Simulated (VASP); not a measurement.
A run of VASP 6.6.1 is set up as follows.

Contents of POSCAR:

```
Ce2VO4
1.0
    0.0000000000      3.8437309900      0.0000000000
    3.8437309900      0.0000000000      0.0000000000
    1.9218649900      1.9218649900     -6.1346546900
Ce O V
2 4 1
Direct
    0.3560000000      0.3560000000      0.2880000000
    0.6440000000      0.6440000000      0.7120000000
    0.5000000000      0.0000000000      0.0000000000
    0.0000000000      0.5000000000      0.0000000000
    0.1660000000      0.1660000000      0.6680000000
    0.8340000000      0.8340000000      0.3320000000
    0.0000000000      0.0000000000      0.0000000000
```

The input INCAR.step1:

```
PREC     = Accurate       # precision mode
ENCUT    = 800            # plane-wave cutoff, eV
ISMEAR   = -1             # smearing method
SIGMA    = 0.1            # smearing width, eV
LREAL    = F              # projectors in reciprocal space
LASPH    = T              # aspherical terms in the spheres
NELM     = 200            # most SCF steps
NBANDS   = 40             # bands
GGA      = PE             # functional
ALGO     = Normal         # electronic algorithm
EDIFF    = 1E-5           # SCF threshold, eV
LWAVE    = T              # write WAVECAR
LCHARG   = F              # write CHGCAR
GGA_COMPAT= F            
LMAXMIX  = 6              # l up to which the mixer works
```

The input INCAR.step2:

```
PREC     = Accurate       # precision mode
ENCUT    = 800            # plane-wave cutoff, eV
EDIFF    = 1E-6           # SCF threshold, eV
ISMEAR   = -1             # smearing method
SIGMA    = 0.1            # smearing width, eV
LREAL    = F              # projectors in reciprocal space
LASPH    = T              # aspherical terms in the spheres
NELM     = 200            # most SCF steps
ALGO     = Normal         # electronic algorithm
ISIF     = 2              # what is computed and relaxed
LWAVE    = F              # write WAVECAR
LCHARG   = F              # write CHGCAR
METAGGA  = R2SCAN         # meta-GGA
LMIXTAU  = T            
NBANDS   = 40             # bands
ISTART   = 1            
GGA_COMPAT= F            
LMAXMIX  = 6              # l up to which the mixer works
```

File KPOINTS:

```
Automatic mesh
0
Gamma
  5 5 5
```

Potentials or basis: VASP PAW PBE potentials, release 64 (Ce, O, V_sv).

Launch:

```sh
$ cat potpaw_PBE.64/Ce/POTCAR potpaw_PBE.64/O/POTCAR potpaw_PBE.64/V_sv/POTCAR > POTCAR
$ cp INCAR.step1 INCAR
$ mpirun -np 1 vasp_std > vasp.out
$ cp INCAR.step2 INCAR
$ mpirun -np 1 vasp_std > vasp.out
```

Question: What does it give for the pressure?

Answer: -3.0 GPa.

Question: What does it give for the band gap on the k mesh?

Answer: Zero (an odd number of electrons rules out a gap without spin polarisation).

Question: Estimate the largest force.

Answer: 0.832 eV/Å.

Stress tensor (GPa, compression positive):
```
-3.65  0.00  0.00
 0.00 -3.65  0.00
 0.00  0.00 -1.60
```

Caveat: the PAW data sets were made with another functional, which shifts forces and pressure a little; spin-orbit coupling is left out, which moves the levels of the heavy elements; an odd number of electrons without spin polarisation forces a metal; a magnetic or distorted state may lie lower; the run has no spin polarisation, though such a crystal can be magnetic; semilocal functionals describe open f shells poorly, which spoils levels, moments and volumes. With open d or f shells a metallic result of r2SCAN can be an artefact of self-interaction; +U or a hybrid may open a gap.
